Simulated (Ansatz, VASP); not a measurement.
# H15NO6: VASP beside Ansatz

```
O H N
1.0
     5.81963    0.00000    0.00000
     0.00000    5.81963    0.00000
     0.00000    0.00000    5.81963
O H N
6 15 1
Direct
  0.88160 0.47630 0.96460
  0.34346 0.08183 0.38034
  0.55941 0.49636 0.29117
  0.05722 0.10459 0.75552
  0.66455 0.84764 0.61424
  0.32686 0.73837 0.95382
  0.77744 0.46661 0.09903
  0.00975 0.57346 0.01287
  0.41862 0.23249 0.35291
  0.23770 0.10825 0.51330
  0.46732 0.59010 0.18198
  0.60445 0.60541 0.41552
  0.99677 0.24206 0.83690
  0.91759 0.01957 0.70947
  0.58266 0.80295 0.75637
  0.54790 0.94330 0.52832
  0.26184 0.89268 0.97267
  0.26201 0.68673 0.80015
  0.14623 0.45838 0.48785
  0.95399 0.63371 0.59565
  0.14971 0.73216 0.41819
  0.12296 0.62012 0.55062
```

Alike in both runs: functional PBE; dispersion D3(BJ); k mesh 1 × 1 × 1; occupations fermi-dirac, width 0.02 eV; no spin polarisation.

Ansatz relaxed the structure, and its values are those at the end. VASP's run is a single point on that final structure, the one shown.

```csv
,VASP,Ansatz
version,VASP 6.6.1,Ansatz 0.2.0
potentials or method,"VASP PAW PBE potentials, release 64 (O, H, N), cutoff 520 eV","scalar-relativistic, plane waves, PAW"
valence electrons in the cell,56,56
```

|  | VASP | Ansatz | Ansatz less VASP |
| --- | --- | --- | --- |
| rms of the force components (eV/Å) | 0.102 | 0.099 | -0.0031 |
